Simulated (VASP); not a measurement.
Wanted: the native input for a VASP 6.6.1 run.

* Task: single point
* Functional: PBE
* Potentials or basis: VASP PAW PBE potentials, release 64 (In_d, Te, S)
* Cutoff: 520 eV
* k mesh: 4 × 4 × 4
* Occupations: gaussian, width 0.1 eV
* Spin: no spin polarisation
* Dipole correction: no
* Further INCAR settings: ALGO = Normal; EDIFF = 1e-06; NBANDS = 41

The structure of In4TeS lies in POSCAR:

```
In4TeS
1.0
    5.0071290320     -5.1951938195      0.0000000000
    5.0071290320      5.1951938195      0.0000000000
    0.0000000000      0.0000000000      4.5783846753
In Te S
4 1 1
Direct
    0.8219386486      0.1780613514      0.5000000000
    0.2840100458      0.2840100458      0.0000000000
    0.7159899542      0.7159899542      0.0000000000
    0.1780613514      0.8219386486      0.5000000000
    0.5000000000      0.5000000000      0.5000000000
    0.0000000000      0.0000000000      0.0000000000
```

The cell was built from a structure type or drawn by symmetry, and may not be a known phase.

These files were run (other wordings do the same):

INCAR

```
ALGO = Normal
EDIFF = 1E-6
ENCUT = 520
GGA = PE
ISIF = 2
ISMEAR = 0
LASPH = True
LCHARG = True
LELF = True
LREAL = False
LVHAR = True
LWAVE = False
NBANDS = 41
NELM = 100
PREC = Accurate
SIGMA = 0.1
```

KPOINTS

```
k-points
0
Gamma
  4 4 4
```

Potentials or basis: VASP PAW PBE potentials, release 64 (In_d, Te, S).

Launch:

```sh
$ cat potpaw_PBE.64/In_d/POTCAR potpaw_PBE.64/Te/POTCAR potpaw_PBE.64/S/POTCAR > POTCAR
$ mpirun -np 1 vasp_std > vasp.out
```

It gave:

```json
{
  "Pressure": "0.0 GPa",
  "Largest force": "0.033 eV/Å",
  "Band gap on the k mesh": "zero (bands 32 and 33 overlap by 1.34 eV)"
}
```

Caveat: spin-orbit coupling is left out, which moves the levels of the heavy elements.

It took 8.1 min on 1 thread of Intel Xeon 8259CL, on a shared host, peak memory 0.43 GiB.
